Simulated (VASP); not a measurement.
# La in VASP: further runs, part 2 of 2

VASP 6.6.1. Earlier steps stand in the parts before.

## (3) Single point, PBE

This run uses another cell than the first one, of the same volume but with other edges.

File INCAR:

```
SYSTEM = La
ALGO = Fast ; EDIFF = 1E-6
ENCUT = 520 ; GGA = PE
ISIF = 2 ; ISMEAR = 0
LASPH = .TRUE. ; LCHARG = .FALSE.
LREAL = .FALSE. ; LWAVE = .FALSE.
NBANDS = 12 ; NELM = 80
PREC = Accurate ; SIGMA = 0.1
```

File KPOINTS:

```
k-points
0
G
  16 16 16
  0 0 0
```

File POSCAR:

```
La
1.0
    3.3186253859      0.0000000000      0.0000000000
    0.0000000000      3.3186253859      0.0000000000
    0.0000000000      0.0000000000      3.3191116120
La
1
Direct
    0.5000000000      0.5000000000      0.0000000000
```

Potentials or basis: VASP PAW PBE potentials, release 64 (La).

Launch:

```
$ cat potpaw_PBE.64/La/POTCAR > POTCAR
$ mpirun -np 1 vasp_std > vasp.out
```

OUTCAR:

```text
SYSTEM = La
   EDIFF = 1E-6
   ENCUT = 520
   GGA = PE
   ISIF = 2
   ISMEAR = 0
   LASPH = .TRUE.
   LREAL = .FALSE.
   NELM = 80
   PREC = Accurate

 ion  position               nearest neighbor table
   1  0.500  0.500  0.000-

  LATTYP: Found a simple tetragonal cell.
 ALAT       =     3.3186253859
 C/A-ratio  =     1.0001465143

  Lattice vectors:

 A1 = (   3.3186253859,   0.0000000000,   0.0000000000)
[... 539 lines left out ...]
      9       9.8559      0.00000
     10       9.9278      0.00000
     11       9.9384      0.00000
     12      10.0548      0.00000

 [... further k-points ...]

------------------------ aborting loop because EDIFF is reached ----------------------------------------

  FORCE on cell =-STRESS in cart. coord.  units (eV):
  Direction    XX          YY          ZZ          XY          YZ          ZX
  --------------------------------------------------------------------------------------
  -------------------------------------------------------------------------------------
  Total        0.0160014      0.0160014      0.0150692      0.0000000      0.0000000      0.0000000
  in kB        0.7013433      0.7013433      0.6604834      0.0000000      0.0000000      0.0000000
  external PRESSURE =       0.6877234 kB  Pullay stress =       0.0000000 kB

 VOLUME and BASIS-vectors are now :
 -----------------------------------------------------------------------------
  energy-cutoff  :      520.00
  volume of cell :       36.55
      direct lattice vectors                 reciprocal lattice vectors
     3.318625386  0.000000000  0.000000000     0.301329582  0.000000000  0.000000000
     0.000000000  3.318625386  0.000000000     0.000000000  0.301329582  0.000000000
     0.000000000  0.000000000  3.319111612     0.000000000  0.000000000  0.301285439

 POSITION                                       TOTAL-FORCE (eV/Angst)
 -----------------------------------------------------------------------------------
      1.65931      1.65931      0.00000         0.000000      0.000000      0.000000
 -----------------------------------------------------------------------------------
    total drift:                               -0.000000      0.000000     -0.000000

  FREE ENERGIE OF THE ION-ELECTRON SYSTEM (eV)
  ---------------------------------------------------
  free  energy   TOTEN  =        -4.3842427921 eV

  energy  without entropy=       -4.3719776127  energy(sigma->0) =       -4.37811020
```

OSZICAR:

```text
N       E                     dE             d eps       ncg     rms          rms(c)
DAV:   1     0.100028554481E+03    0.10003E+03   -0.41864E+03  9864   0.121E+03
DAV:   2     0.278130012198E+01   -0.97247E+02   -0.93799E+02 12368   0.191E+02
DAV:   3    -0.385476672205E+01   -0.66361E+01   -0.63256E+01 13860   0.759E+01
[... 14 lines left out ...]
RMM:  18    -0.438423804055E+01   -0.17754E-05   -0.27782E-05 14452   0.387E-02    0.357E-03
RMM:  19    -0.438423983797E+01   -0.17974E-05   -0.19765E-05 13639   0.338E-02    0.300E-03
RMM:  20    -0.438424104844E+01   -0.12105E-05   -0.13392E-05 13248   0.303E-02    0.268E-03
RMM:  21    -0.438424209151E+01   -0.10431E-05   -0.10548E-05 12750   0.274E-02    0.335E-03
RMM:  22    -0.438424279213E+01   -0.70062E-06   -0.71224E-06 12383   0.241E-02
   1 F= -.43842428E+01 E0= -.43781102E+01  d E =-.122652E-01
```

stdout:

```text
POSCAR found type information on POSCAR La
 POSCAR found :  1 types and       1 ions
 scaLAPACK will be used
 LDA part: xc-table for (Slater+PW92), standard interpolation
 POSCAR, INCAR and KPOINTS ok, starting setup
 FFT: planning ... GRIDC
 FFT: planning ... GRID_SOFT
 FFT: planning ... GRID
 WAVECAR not read
 entering main loop
WARNING in EDDRMM: call to ZHEGV failed, returncode =   8  4      5
```

Wall time 2.5 min (1 thread of Intel Xeon 6975P-C (Granite Rapids), shared host); peak memory 0.34 GiB.

What came out:

```yaml
Free_energy: -4.3842 eV
Pressure: 0.1 GPa
Band_gap_on_the_k_mesh: zero (an odd number of electrons rules out a gap without spin polarisation)
```

Levels at points of the mesh, in eV from the Fermi level:
```csv
k point,band 2,band 3,band 4,band 5,band 6,band 7,band 8,band 9
"(0.00, 0.00, 0.00)",-15.81,-15.81,-15.81,-2.84,-1.12,-1.12,1.89,1.89
"(0.50, 0.00, 0.00)",-17.74,-15.61,-15.61,-0.64,-0.29,0.91,1.40,2.02
"(0.50, 0.50, 0.00)",-17.43,-17.43,-15.42,-2.45,0.57,1.45,1.45,2.01
"(0.00, 0.00, 0.50)",-17.74,-15.61,-15.61,-0.64,-0.29,0.91,1.40,2.02
"(0.50, 0.00, 0.50)",-17.43,-17.43,-15.42,-2.45,0.57,1.45,1.45,2.01
"(0.50, 0.50, 0.50)",-17.16,-17.16,-17.16,-1.10,-1.10,-1.10,1.19,1.97
```

Caveat: spin-orbit coupling is left out, which moves the levels of the heavy elements.

## (4) Relaxation of cell and atoms, PBE

File INCAR:

```
SYSTEM = La
PREC     = Accurate       ! precision mode
ENCUT    = 600            ! plane-wave cutoff, eV
EDIFF    = 1E-6           ! SCF threshold, eV
ISMEAR   = 0              ! smearing method
SIGMA    = 0.1            ! smearing width, eV
LREAL    = .FALSE.        ! projectors in reciprocal space
LASPH    = .TRUE.         ! aspherical terms in the spheres
NELM     = 80             ! most SCF steps
ALGO     = Fast           ! electronic algorithm
ISIF     = 3              ! what is computed and relaxed
LWAVE    = .FALSE.        ! write WAVECAR
LCHARG   = .FALSE.        ! write CHGCAR
GGA      = PE             ! functional
IBRION   = 2              ! ionic algorithm
NSW      = 100            ! ionic steps
EDIFFG   = -0.01          ! ionic threshold
```

File KPOINTS:

```
Automatic mesh
0
G
  16 16 16
  0 0 0
```

File POSCAR:

```
La
1.0
    3.2811011413      0.0000000000      0.0000000000
    0.0000000000      3.2811011413      0.0000000000
    0.0000000000      0.0000000000      3.4013232662
La
1
Direct
    0.5000000000      0.5000000000      0.0000000000
```

Launch:

```
$ cat potpaw_PBE.64/La/POTCAR > POTCAR
$ mpirun -np 1 vasp_std > vasp.out
```

Wall time 5.4 min (1 thread of Intel Xeon 6975P-C (Granite Rapids), shared host); peak memory 0.36 GiB.

It converged, with:

```
Free energy                           : -4.3849 eV
Relaxed volume                        : 36.68 Å³/atom
Relaxed cell                          : a = 3.322 Å, b = 3.322 Å, c = 3.324 Å, α = 90.00°, β = 90.00°, γ = 90.00°
Space group after relaxing (to 0.1 Å) : Pm-3m (No. 221)
Energy gained by relaxing             : 2.9 meV/atom
Ionic steps                           : 6
Pressure after relaxing               : 0.0 GPa
Band gap on the k mesh                : zero (an odd number of electrons rules out a gap without spin polarisation)
```

Step by step:
| step | energy change (eV) | largest force (eV/Å) | pressure (GPa) | volume (Å³) |
| --- | --- | --- | --- | --- |
| 1 | 0.0000 | 0.0000 | 0.09 | 36.62 |
| 2 | -0.0017 | 0.0000 | -0.02 | 36.73 |
| 3 | -0.0028 | 0.0000 | -0.13 | 36.88 |
| 4 | -0.0028 | 0.0000 | -0.15 | 36.91 |
| 5 | -0.0028 | 0.0000 | -0.14 | 36.91 |
| 6 | -0.0029 | 0.0000 | 0.00 | 36.68 |

Final structure:
```
La
1.0
     3.32200    0.00000    0.00000
     0.00000    3.32200    0.00000
     0.00000    0.00000    3.32417
La
1
Cartesian
  1.6610 1.6610 0.0000
```

Levels at points of the mesh, in eV from the Fermi level:
| k point | band 2 | band 3 | band 4 | band 5 | band 6 | band 7 | band 8 | band 9 |
| --- | --- | --- | --- | --- | --- | --- | --- | --- |
| (0.00, 0.00, 0.00) | -15.82 | -15.82 | -15.82 | -2.85 | -1.12 | -1.12 | 1.88 | 1.88 |
| (0.50, 0.00, 0.00) | -17.73 | -15.62 | -15.62 | -0.65 | -0.29 | 0.91 | 1.39 | 2.01 |
| (0.50, 0.50, 0.00) | -17.43 | -17.43 | -15.44 | -2.44 | 0.57 | 1.45 | 1.45 | 2.06 |
| (0.00, 0.00, 0.50) | -17.73 | -15.62 | -15.62 | -0.65 | -0.29 | 0.91 | 1.39 | 2.01 |
| (0.50, 0.00, 0.50) | -17.43 | -17.43 | -15.44 | -2.43 | 0.56 | 1.45 | 1.45 | 2.00 |
| (0.50, 0.50, 0.50) | -17.16 | -17.16 | -17.15 | -1.10 | -1.09 | -1.09 | 1.19 | 1.96 |

Caveat: spin-orbit coupling is left out, which moves the levels of the heavy elements.

## (5) Overview

| task | cell | k mesh | cutoff (eV) | gap on the mesh (eV) | pressure (GPa) |
| --- | --- | --- | --- | --- | --- |
| single point | a = 3.281, b = 3.281, c = 3.401 Å, 1 atom | 6 × 6 × 6 | 520 | none | 0.1 |
| single point | a = 3.319 Å, 1 atom | 16 × 16 × 16 | 520 | none | 0.1 |
| relaxation of cell and atoms | relaxed from a = 3.281, b = 3.281, c = 3.401 Å, 1 atom | 16 × 16 × 16 | 600 | none | 0.0 |

Alike in all rows: level PBE; potentials or basis VASP PAW PBE potentials, release 64 (La); no spin polarisation; smearing gaussian 0.1 eV.

Caveats: spin-orbit coupling is left out, which moves the levels of the heavy elements.

Absolute energies hang on the potentials; compare differences alone.
